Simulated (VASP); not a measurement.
Write the native input for VASP 6.6.1 that does the following.

- Task: single point
- Functional: PBE
- Potentials or basis: VASP PAW PBE potentials, release 64 (Hf_pv, C)
- Cutoff: 520 eV
- k mesh: 6 × 6 × 4
- Occupations: gaussian, width 0.2 eV
- Spin: no spin polarisation
- Dipole correction: no
- Further INCAR settings: ALGO = Normal; EDIFF = 1e-07; NBANDS = 37

The structure of HfC4 lies in POSCAR:

```
HfC4
1.0
   -0.0019254459     -4.2161044671     -0.0005599215
   -4.4543641470     -0.0020550968      0.0024487344
    1.2799015765      0.0000252455     -4.8424827461
Hf C
2 8
Direct
    0.7500190031      0.0309663521      0.7449177247
    0.2499926710      0.9690364993      0.2550996005
    0.4264269893      0.4275404889      0.6055112303
    0.5723849373      0.5481079705      0.8829749295
    0.4276097131      0.4518890523      0.1170262513
    0.5735702304      0.5724585763      0.3944905234
    0.0725121763      0.4520134908      0.1170338181
    0.9263093557      0.5724004117      0.3944438980
    0.0736878926      0.4275975993      0.6055447180
    0.9274870313      0.5479895590      0.8829573061
```

These files were run (other wordings do the same):

INCAR

```
PREC     = Accurate       # precision mode
ENCUT    = 520            # plane-wave cutoff, eV
EDIFF    = 1E-7           # SCF threshold, eV
ISMEAR   = 0              # smearing method
SIGMA    = 0.2            # smearing width, eV
LREAL    = F              # projectors in reciprocal space
LASPH    = T              # aspherical terms in the spheres
NELM     = 80             # most SCF steps
ALGO     = Normal         # electronic algorithm
ISIF     = 2              # what is computed and relaxed
LWAVE    = F              # write WAVECAR
LCHARG   = F              # write CHGCAR
GGA      = PE             # functional
NBANDS   = 37             # bands
```

KPOINTS

```
Automatic mesh
0
Gamma
  6 6 4
```

Potentials or basis: VASP PAW PBE potentials, release 64 (Hf_pv, C).

Run with:

```console
$ cat potpaw_PBE.64/Hf_pv/POTCAR potpaw_PBE.64/C/POTCAR > POTCAR
$ mpirun -np 1 vasp_std > vasp.out
```

Results of the run:

| Quantity | Value |
| --- | --- |
| Pressure | -0.5 GPa |
| Largest force | 0.047 eV/Å |
| Band gap on the k mesh | zero (band 26 reaches 8.45 eV, above the bottom of band 27 at 7.60 eV) |

Caveat: spin-orbit coupling is left out, which moves the levels of the heavy elements.

Run time: 2.4 min on 1 thread of Intel(R) Xeon(R) 6975P-C (Granite Rapids) (shared host), peak memory 0.33 GiB.
